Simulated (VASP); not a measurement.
# Sr (P6/mmm) in VASP: a series of runs

Runs on Sr. Level: PBEsol. Tasks: single point.

Program: VASP 6.6.1. These are calculated values, not measurements. Logs are shortened: lines on timing, memory, paths and dates and some standing lists are left out, and cuts for length are marked.

## Step 1: The cell of the first run

It takes space group P6/mmm (No. 191, hexagonal). The conventional cell has a = 6.729 Å, b = 6.729 Å, c = 4.014 Å, α = 90.00°, β = 90.00°, γ = 120.00°. Within 5.3 Å of Sr (site symmetry 6/mmm) lie 14 Sr at 4.01 to 4.37 Å. Within 5.1 Å of Sr (site symmetry -6m2) lie 11 Sr at 3.88 to 4.37 Å.

This isn't the form of Sr at room conditions, which is fcc.

## Step 2: Single point, PBEsol (52.46 Å³/atom)

The input, INCAR:

```
  PREC = Accurate
  ENCUT = 520
  EDIFF = 1E-6
  ISMEAR = -1
  SIGMA = 0.1
  LREAL = False
  LASPH = True
  NELM = 80
  ALGO = Normal
  ISIF = 2
  LWAVE = False
  LCHARG = True
  GGA = PS
  LELF = True
  LVHAR = True
  NBANDS = 22
```

The input, KPOINTS:

```
Automatic mesh
0
Gamma
  6 6 9
```

The input, POSCAR:

```
Sr
1.0
    6.7288728282      0.0000000000      0.0000000000
   -3.3644364141      5.8273748080      0.0000000000
    0.0000000000      0.0000000000      4.0138947299
Sr
3
Direct
    0.0000000000      1.0000000000      0.0000000000
    0.3333333333      0.6666666667      0.5000000000
    0.6666666667      0.3333333333      0.5000000000
```

Potentials or basis: VASP PAW PBE potentials, release 64 (Sr_sv).

The run is started by

```bash
$ cat potpaw_PBE.64/Sr_sv/POTCAR > POTCAR
$ mpirun -np 1 vasp_std > vasp.out
```

OUTCAR:

```text
PREC = Accurate
   ENCUT = 520
   EDIFF = 1E-6
   ISMEAR = -1
   LREAL = False
   LASPH = True
   NELM = 80
   ISIF = 2
   GGA = PS

 ion  position               nearest neighbor table
   1  0.000  0.000  0.000-   2 4.37   3 4.37   2 4.37   3 4.37   2 4.37   2 4.37   3 4.37   3 4.37
                             3 4.37   3 4.37   2 4.37   2 4.37
   2  0.333  0.667  0.500-   3 3.88   3 3.88   3 3.88   1 4.37   1 4.37   1 4.37   1 4.37   1 4.37
                             1 4.37
   3  0.667  0.333  0.500-   2 3.88   2 3.88   2 3.88   1 4.37   1 4.37   1 4.37   1 4.37   1 4.37
                             1 4.37

  LATTYP: Found a hexagonal cell.
 ALAT       =     6.7288728282
 C/A-ratio  =     0.5965181439

  Lattice vectors:

 A1 = (   6.7288728282,   0.0000000000,   0.0000000000)
 A2 = (  -3.3644364141,   5.8273748080,   0.0000000000)
 A3 = (   0.0000000000,   0.0000000000,   4.0138947299)

Analysis of symmetry for initial positions (statically):
=====================================================================
 Subroutine PRICEL returns:
 Original cell was already a primitive cell.

 Routine SETGRP: Setting up the symmetry group for a
 hexagonal supercell.

 Subroutine GETGRP returns: Found 24 space group operations
 (whereof 24 operations were pure point group operations)
 out of a pool of 24 trial point group operations.

The static configuration has the point symmetry D_6h.

Analysis of symmetry for dynamics (positions and initial velocities):
=====================================================================
 Subroutine PRICEL returns:
 Original cell was already a primitive cell.

 Routine SETGRP: Setting up the symmetry group for a
 hexagonal supercell.

 Subroutine GETGRP returns: Found 24 space group operations
 (whereof 24 operations were pure point group operations)
 out of a pool of 24 trial point group operations.

The dynamic configuration has the point symmetry D_6h.

 Subroutine INISYM returns: Found 24 space group operations
 (whereof 24 operations are pure point group operations),
 and found     1 'primitive' translations

----------------------------------------------------------------------------------------

                                     Primitive cell

  volume of cell :     157.3915

  direct lattice vectors                    reciprocal lattice vectors
     6.728872828  0.000000000  0.000000000     0.148613301  0.085801929  0.000000000
    -3.364436414  5.827374808  0.000000000     0.000000000  0.171603858  0.000000000
     0.000000000  0.000000000  4.013894730     0.000000000  0.000000000  0.249134586

  length of vectors
     6.728872828  6.728872828  4.013894730     0.171603858  0.171603858  0.249134586

  position of ions in fractional coordinates (direct lattice)
     0.000000000  0.000000000  0.000000000
     0.333333333  0.666666667  0.500000000
     0.666666667  0.333333333  0.500000000

  ion indices of the primitive-cell ions
   primitive index   ion index
                 1           1
                 2           2
                 3           3

----------------------------------------------------------------------------------------

 KPOINTS: Automatic mesh

Automatic generation of k-mesh.
 Grid dimensions read from file:
 generate k-points for:    6    6    9

 Generating k-lattice:

  Cartesian coordinates                     Fractional coordinates (reciprocal lattice)
     0.024768883  0.014300322  0.000000000     0.166666667  0.000000000  0.000000000
     0.000000000  0.028600643  0.000000000     0.000000000  0.166666667  0.000000000
     0.000000000  0.000000000  0.027681621     0.000000000  0.000000000  0.111111111

  Length of vectors
     0.028600643  0.028600643  0.027681621

  Shift w.r.t. Gamma in fractional coordinates (k-lattice)
     0.000000000  0.000000000  0.000000000

 Subroutine IBZKPT returns following result:
 ===========================================

 Found     35 irreducible k-points:

 Following reciprocal coordinates:
            Coordinates               Weight
  0.000000  0.000000  0.000000      1.000000
  0.166667 -0.000000  0.000000      6.000000
  0.333333 -0.000000  0.000000      6.000000
  0.500000 -0.000000  0.000000      3.000000
  0.166667  0.166667  0.000000      6.000000
  0.333333  0.166667  0.000000     12.000000
[... 16 lines left out ...]
  0.166667 -0.000000  0.333333     12.000000
  0.333333 -0.000000  0.333333     12.000000
 [... further k-points ...]
   k-points           NKPTS =     35   k-points in BZ     NKDIM =     35   number of bands    NBANDS=     22
   number of dos      NEDOS =    301   number of ions     NIONS =      3
   total plane-waves  NPLWV =  75000
   dimension x,y,z NGX =    50 NGY =   50 NGZ =   30
   dimension x,y,z NGXF=   100 NGYF=  100 NGZF=   60
   ions per type =               3
   NGX,Y,Z   is equivalent  to a cutoff of  12.35, 12.35, 12.43 a.u.
   NGXF,Y,Z  is equivalent  to a cutoff of  24.71, 24.71, 24.85 a.u.
 SYSTEM =  unknown system
   PREC   = accura    normal or accurate (medium, high low for compatibility)
   ISTART =      0    job   : 0-new  1-cont  2-samecut
   ICHARG =      2    charge: 1-file 2-atom 10-const
   ISPIN  =      1    spin polarized calculation?
   LNONCOLLINEAR =      F non collinear calculations
   LSORBIT =      F    spin-orbit coupling
   LASPH  =      T    aspherical Exc in radial PAW
   ENCUT  =  520.0 eV  38.22 Ry    6.18 a.u.  12.51 12.51  7.46*2*pi/ulx,y,z
   NELM   =     80;   NELMIN=  2; NELMDL= -5     # of ELM steps
   EDIFF  = 0.1E-05   stopping-criterion for ELM
   LREAL  =      F    real-space projection
   EDIFFG = 0.1E-04   stopping-criterion for IOM
   NSW    =      0    number of steps for IOM
   IBRION =     -1    ionic relax: 0-MD 1-quasi-New 2-CG
   NFREE  =      0    steps in history (QN), initial steepest desc. (CG)
   ISIF   =      2    stress and relaxation
   ISYM   =      2    0-nonsym 1-usesym 2-fastsym
   POTIM  = 0.5000    time-step for ionic-motion
   TEBEG  =    0.0;   TEEND  =   0.0 temperature during run
   PSTRESS=    0.0 pullay stress
   NELECT =      30.0000    total number of electrons
   NUPDOWN=      -1.0000    fix difference up-down
   EMIN   =  10.00;   EMAX   =-10.00  energy-range for DOS
   EFERMI =   0.00;   METHOD = LEGACY
   ISMEAR =    -1;   SIGMA  =   0.10  broadening in eV -4-tet -1-fermi 0-gaus
   EFERMI_NEDOS =   21; number of points for ismear=-14 and -15
   IALGO  =     38    algorithm
   IMIX   =      4    mixing-type and parameters
     AMIX     =   0.40;   BMIX     =  1.00
     AMIX_MAG =   1.60;   BMIX_MAG =  1.00
  volume/ion in A,a.u.               =      52.46       354.04
  Fermi-wavevector in a.u.,A,eV,Ry     =   0.942153  1.780411 12.077246  0.887653
  Thomas-Fermi vector in A             =   2.069735
   LORBIT       =      0    0 simple, 1 ext, 2 COOP (PROOUT), +10 PAW based schemes
   GGA     = PS    functional components
   LHFCALC =     F    Hartree Fock is set to
   AEXX    =    0.0000 exact exchange contribution
   IVDW    =     0    specifies the selected vdW correction
   LEPSILON=     F    determine dielectric tensor
   LRPA    =     F    only Hartree local field effects (RPA)
 non-spin polarized calculation
  energy-cutoff  :      520.00
  volume of cell :      157.39
 maximum number of plane-waves:      4276
   NGX = 25   NGY = 25   NGZ = 15

 number of electron      30.0000000 magnetization

 Free energy of the ion-electron system (eV)
  ---------------------------------------------------
  ext. energy  EPLUGINS =         0.00000000
  ---------------------------------------------------
  free energy    TOTEN  =        -5.43274652 eV

  energy without entropy =       -5.26968624  energy(sigma->0) =       -5.35121638

 E-fermi :   1.6485     XC(G=0):  -7.5763

 val. band max:        1.6421433712   @ k =   0.1667  -0.0000   0.4444
 cond. band min:       1.6591335135   @ k =   0.0000   0.0000   0.4444
 fundamental gap:      0.0169901423
 Fermi energy:         1.6484669530

 k-point     1 :       0.0000    0.0000    0.0000
  band No.  band energies     occupation
      1     -34.8278      2.00000
      2     -34.8026      2.00000
      3     -34.7401      2.00000
      4     -16.9275      2.00000
      5     -16.9275      2.00000
      6     -16.8036      2.00000
[... 14 lines left out ...]
     21       4.3849      0.00000
     22       4.3849      0.00000

 k-point     2 :       0.1667   -0.0000    0.0000
  band No.  band energies     occupation
      1     -34.8262      2.00000
      2     -34.8040      2.00000
      3     -34.7402      2.00000
      4     -16.9383      2.00000
      5     -16.9255      2.00000
      6     -16.7885      2.00000
[... 14 lines left out ...]
     21       4.1092      0.00000
     22       4.5219      0.00000

 k-point     3 :       0.3333   -0.0000    0.0000
  band No.  band energies     occupation
      1     -34.8222      2.00000
      2     -34.8078      2.00000
      3     -34.7405      2.00000
      4     -16.9556      2.00000
      5     -16.9079      2.00000
      6     -16.7832      2.00000
[... 14 lines left out ...]
     21       3.5334      0.00000
     22       4.4441      0.00000

 k-point     4 :       0.5000   -0.0000    0.0000
  band No.  band energies     occupation
      1     -34.8190      2.00000
      2     -34.8109      2.00000
      3     -34.7406      2.00000
      4     -16.9629      2.00000
      5     -16.8853      2.00000
      6     -16.8107      2.00000
[... 14 lines left out ...]
     21       3.4087      0.00000
     22       4.3653      0.00000

 k-point     5 :       0.1667    0.1667    0.0000
  band No.  band energies     occupation
      1     -34.8234      2.00000
      2     -34.8067      2.00000
      3     -34.7404      2.00000
      4     -16.9476      2.00000
      5     -16.9188      2.00000
      6     -16.7810      2.00000
[... 14 lines left out ...]
     21       3.6855      0.00000
     22       4.5893      0.00000

 k-point     6 :       0.3333    0.1667    0.0000
  band No.  band energies     occupation
      1     -34.8191      2.00000
      2     -34.8108      2.00000
      3     -34.7406      2.00000
      4     -16.9548      2.00000
      5     -16.8937      2.00000
      6     -16.8159      2.00000
[... 14 lines left out ...]
     21       3.4092      0.00000
     22       4.4692      0.00000

 k-point     7 :       0.3333    0.3333    0.0000
  band No.  band energies     occupation
      1     -34.8149      2.00000
      2     -34.8149      2.00000
      3     -34.7407      2.00000
      4     -16.9498      2.00000
      5     -16.8639      2.00000
      6     -16.8639      2.00000
[... 324 lines left out ...]
      6     -16.8190      2.00000
[... 14 lines left out ...]
     21       3.5517      0.00000
     22       3.8211      0.00000

 k-point    21 :       0.3333    0.3333    0.2222
  band No.  band energies     occupation
      1     -34.8105      2.00000
      2     -34.8105      2.00000
      3     -34.7362      2.00000
      4     -16.9464      2.00000
      5     -16.8494      2.00000
      6     -16.8494      2.00000
[... 14 lines left out ...]
     21       3.3700      0.00000
     22       4.1117      0.00000

 k-point    22 :       0.0000    0.0000    0.3333
  band No.  band energies     occupation
      1     -34.8193      2.00000
      2     -34.7948      2.00000
      3     -34.7324      2.00000
      4     -16.9101      2.00000
      5     -16.9101      2.00000
      6     -16.8836      2.00000
[... 14 lines left out ...]
     21       3.9182      0.00000
     22       3.9186      0.00000

 k-point    23 :       0.1667   -0.0000    0.3333
  band No.  band energies     occupation
      1     -34.8178      2.00000
      2     -34.7962      2.00000
      3     -34.7324      2.00000
      4     -16.9156      2.00000
      5     -16.9050      2.00000
      6     -16.8829      2.00000
[... 14 lines left out ...]
     21       3.8375      0.00000
     22       3.8939      0.00000

 k-point    24 :       0.3333   -0.0000    0.3333
  band No.  band energies     occupation
      1     -34.8140      2.00000
      2     -34.7999      2.00000
      3     -34.7325      2.00000
      4     -16.9255      2.00000
      5     -16.8990      2.00000
      6     -16.8787      2.00000
[... 14 lines left out ...]
     21       3.7091      0.00000
     22       3.8128      0.00000

 [... further k-points ...]

------------------------ aborting loop because EDIFF is reached ----------------------------------------

  FORCE on cell =-STRESS in cart. coord.  units (eV):
  Direction    XX          YY          ZZ          XY          YZ          ZX
  --------------------------------------------------------------------------------------
  -------------------------------------------------------------------------------------
  Total        0.0204289      0.0204289     -0.0294192      0.0000000     -0.0000000      0.0000000
  in kB        0.2079569      0.2079569     -0.2994745      0.0000000     -0.0000000      0.0000000
  external PRESSURE =       0.0388131 kB  Pullay stress =       0.0000000 kB

 VOLUME and BASIS-vectors are now :
 -----------------------------------------------------------------------------
  energy-cutoff  :      520.00
  volume of cell :      157.39
      direct lattice vectors                 reciprocal lattice vectors
     6.728872828  0.000000000  0.000000000     0.148613301  0.085801929  0.000000000
    -3.364436414  5.827374808  0.000000000     0.000000000  0.171603858  0.000000000
     0.000000000  0.000000000  4.013894730     0.000000000  0.000000000  0.249134586

 POSITION                                       TOTAL-FORCE (eV/Angst)
 -----------------------------------------------------------------------------------
      0.00000      0.00000      0.00000        -0.000000      0.000000      0.000000
     -0.00000      3.88492      2.00695         0.000000      0.000000     -0.000000
      3.36444      1.94246      2.00695        -0.000000      0.000000      0.000000
 -----------------------------------------------------------------------------------
    total drift:                                0.000000     -0.000000      0.000000

  FREE ENERGIE OF THE ION-ELECTRON SYSTEM (eV)
  ---------------------------------------------------
  free  energy   TOTEN  =        -5.4327465202 eV

  energy  without entropy=       -5.2696862356  energy(sigma->0) =       -5.35121638
```

Wall time 2.8 min (1 thread of Intel Xeon 8259CL, shared host); peak memory 0.3 GiB.

Results:

```yaml
Free_energy: -5.4327 eV
Pressure: 0.0 GPa
Band_gap_on_the_k_mesh: zero (bands 15 and 16 overlap by 0.18 eV)
```

Levels at points of the mesh, in eV from the Fermi level:
| k point | band 13 | band 14 | band 15 | band 16 | band 17 | band 18 |
| --- | --- | --- | --- | --- | --- | --- |
| (0.00, 0.00, 0.00) | -3.72 | -0.13 | 0.19 | 0.19 | 0.24 | 0.24 |
| (0.50, 0.00, 0.00) | -2.40 | -2.36 | -1.07 | 0.26 | 1.05 | 1.25 |

Caveat: the PAW data sets were made with another functional, which shifts forces and pressure a little.

## Step 3: Single point, PBEsol (54.56 Å³/atom)

This run uses another cell than the first one, of 54.56 Å³/atom.

The input, INCAR:

```
SYSTEM = Sr
ALGO = Normal ; EDIFF = 1E-6
ENCUT = 520 ; GGA = PS
ISIF = 2 ; ISMEAR = -1
LASPH = .TRUE. ; LCHARG = .FALSE.
LREAL = .FALSE. ; LWAVE = .FALSE.
NBANDS = 22 ; NELM = 60
PREC = Accurate ; SIGMA = 0.1
```

The input, KPOINTS:

```
k-points
0
G
  6 6 9
  0 0 0
```

The input, POSCAR:

```
Sr
1.0
    6.8174207830      0.0000000000      0.0000000000
   -3.4087103915      5.9040595863      0.0000000000
    0.0000000000      0.0000000000      4.0667151915
Sr
3
Direct
    0.0000000000      1.0000000000      0.0000000000
    0.3333333333      0.6666666667      0.5000000000
    0.6666666667      0.3333333333      0.5000000000
```

Potentials or basis: VASP PAW PBE potentials, release 64 (Sr_sv).

The run is started by

```bash
$ cat potpaw_PBE.64/Sr_sv/POTCAR > POTCAR
$ mpirun -np 1 vasp_std > vasp.out
```

Run time: 3.8 min. Hardware: 1 thread of Intel Xeon 8259CL, shared host; peak memory 0.33 GiB.

It converged, with:

| Property | Result |
| --- | --- |
| Free energy | -5.4246 eV |
| Pressure | -0.4 GPa |
| Band gap on the k mesh | zero (bands 15 and 16 overlap by 0.13 eV) |

Levels at points of the mesh, in eV from the Fermi level:
```tsv
k point	band 13	band 14	band 15	band 16	band 17	band 18
(0.00, 0.00, 0.00)	-3.66	-0.11	0.18	0.18	0.22	0.22
(0.50, 0.00, 0.00)	-2.38	-2.35	-1.04	0.20	1.05	1.24
```

Caveat: the PAW data sets were made with another functional, which shifts forces and pressure a little.

## Step 4: Single point, PBEsol (56.66 Å³/atom)

This run uses another cell than the first one, of 56.66 Å³/atom.

The input, INCAR:

```
SYSTEM = Sr
  PREC = Accurate
  ENCUT = 520
  EDIFF = 1E-6
  ISMEAR = -1
  SIGMA = 0.1
  LREAL = .False.
  LASPH = .True.
  NELM = 80
  ALGO = Normal
  ISIF = 2
  LWAVE = .False.
  LCHARG = .False.
  GGA = PS
  NBANDS = 22
```

The input, KPOINTS:

```
regular mesh
0
Gamma
  6 6 9
  0 0 0
```

The input, POSCAR:

```
Sr
1.0
    6.9037264106      0.0000000000      0.0000000000
   -3.4518632053      5.9788024524      0.0000000000
    0.0000000000      0.0000000000      4.1181980644
Sr
3
Direct
    0.0000000000      1.0000000000      0.0000000000
    0.3333333333      0.6666666667      0.5000000000
    0.6666666667      0.3333333333      0.5000000000
```

The run is started by

```bash
$ cat potpaw_PBE.64/Sr_sv/POTCAR > POTCAR
$ mpirun -np 1 vasp_std > vasp.out
```

It took 3 min on 1 thread of Intel Xeon 8259CL, shared host; peak memory 0.34 GiB.

It converged, with:

- Free energy: -5.4010 eV
- Pressure: -0.8 GPa
- Band gap on the k mesh: zero (bands 15 and 16 overlap by 0.11 eV)

Levels at points of the mesh, in eV from the Fermi level:
| k point | band 12 | band 13 | band 14 | band 15 | band 16 | band 17 | band 18 | band 19 |
| --- | --- | --- | --- | --- | --- | --- | --- | --- |
| (0.00, 0.00, 0.00) | -18.48 | -3.60 | -0.09 | 0.17 | 0.17 | 0.20 | 0.20 | 0.45 |
| (0.50, 0.00, 0.00) | -18.48 | -2.36 | -2.33 | -1.02 | 0.15 | 1.05 | 1.23 | 1.26 |

Caveat: the PAW data sets were made with another functional, which shifts forces and pressure a little.

## Step 5: Single point, PBEsol (58.76 Å³/atom)

This run uses another cell than the first one, of 58.76 Å³/atom.

The input, INCAR:

```
SYSTEM = Sr
PREC = Accurate ; ENCUT = 520
EDIFF = 1E-6 ; ISMEAR = -1
SIGMA = 0.1 ; LREAL = .FALSE.
LASPH = .TRUE. ; NELM = 80
ALGO = Normal ; ISIF = 2
LWAVE = .FALSE. ; LCHARG = .FALSE.
GGA = PS ; NBANDS = 22
```

The input, KPOINTS:

```
Automatic mesh
0
G
  6 6 9
  0 0 0
```

The input, POSCAR:

```
Sr
1.0
    6.9879264945      0.0000000000      0.0000000000
   -3.4939632472      6.0517218640      0.0000000000
    0.0000000000      0.0000000000      4.1684249421
Sr
3
Direct
    0.0000000000      1.0000000000      0.0000000000
    0.3333333333      0.6666666667      0.5000000000
    0.6666666667      0.3333333333      0.5000000000
```

The run is started by

```bash
$ cat potpaw_PBE.64/Sr_sv/POTCAR > POTCAR
$ mpirun -np 1 vasp_std > vasp.out
```

Run time: 2.8 min. Hardware: 1 thread of Intel Xeon 8259CL, shared host; peak memory 0.35 GiB.

The run converged. Its results:

- Free energy: -5.3643 eV
- Pressure: -1.1 GPa
- Band gap on the k mesh: zero (bands 15 and 16 overlap by 0.12 eV)

Stress tensor (GPa, compression positive):
```
-1.12  0.00  0.00
 0.00 -1.12  0.00
 0.00  0.00 -1.03
```

Levels at points of the mesh, in eV from the Fermi level:
```
           k point  band 12  band 13  band 14  band 15  band 16  band 17  band 18  band 19
(0.00, 0.00, 0.00)   -18.56    -3.54    -0.08     0.16     0.16     0.19     0.19     0.41
(0.50, 0.00, 0.00)   -18.56    -2.33    -2.32    -1.00     0.11     1.04     1.22     1.25
```

Caveat: the PAW data sets were made with another functional, which shifts forces and pressure a little.

## Step 6: The runs side by side

```tsv
cell	gap on the mesh (eV)	pressure (GPa)
a = 6.729, b = 6.729, c = 4.014 Å, angles 90.0, 90.0, 120.0°, 3 atoms	none	0.0
a = 6.817, b = 6.817, c = 4.067 Å, angles 90.0, 90.0, 120.0°, 3 atoms	none	-0.4
a = 6.904, b = 6.904, c = 4.118 Å, angles 90.0, 90.0, 120.0°, 3 atoms	none	-0.8
a = 6.988, b = 6.988, c = 4.168 Å, angles 90.0, 90.0, 120.0°, 3 atoms	none	-1.1
```

Alike in all rows: task single point; level PBEsol; potentials or basis VASP PAW PBE potentials, release 64 (Sr_sv); no spin polarisation; k mesh 6 × 6 × 9; cutoff (eV) 520; smearing fermi-dirac 0.1 eV.

Caveats: the PAW data sets were made with another functional, which shifts forces and pressure a little.

Total energies depend on the potentials used, so only differences within one code and one set of settings carry meaning.

The gap in the log of VASP goes by the Fermi energy; the results here count the filled bands.